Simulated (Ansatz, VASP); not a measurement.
# SiPd3Pt in VASP and in Ansatz

```
Si Pd Pt
1.0
     4.86732    0.00000    0.00000
     0.00000    4.86732    0.00000
     0.00000    0.00000    4.86732
Si Pd Pt
1 3 1
Direct
  0.00000 0.00000 0.00000
  0.00000 0.50000 0.50000
  0.50000 0.00000 0.50000
  0.50000 0.50000 0.00000
  0.50000 0.50000 0.50000
```

Change from the starting cell: species swapped into the ErBRh3 type (Pm-3m, No. 221).

Alike in both runs: functional PBE; k mesh 4 × 4 × 4; occupations gaussian, width 0.1 eV; no spin polarisation.

Ansatz relaxed the structure, and its values are those at the end. VASP's run is a single point on that final structure, the one shown.

```csv
,VASP,Ansatz
version,VASP 6.6.1,Ansatz 0.2.0
potentials or method,"VASP PAW PBE potentials, release 64 (Si, Pd, Pt), cutoff 520 eV","scalar-relativistic, plane waves, PAW"
valence electrons in the cell,44,76
```

```tsv
	VASP	Ansatz	Ansatz less VASP
gap on the k mesh at the Fermi level (eV)	none	none	-
pressure (GPa)	-0.3	0.0	+0.30
```

A gap of «none» marks a metal or a gap that the smearing closes. With one functional, cell and mesh, what is left measures potentials, basis and numerics. VASP's potentials hold 44 valence electrons a cell and Ansatz's 76, so a difference there can come from the potentials and not from the codes.

Neither program's run includes spin-orbit coupling.
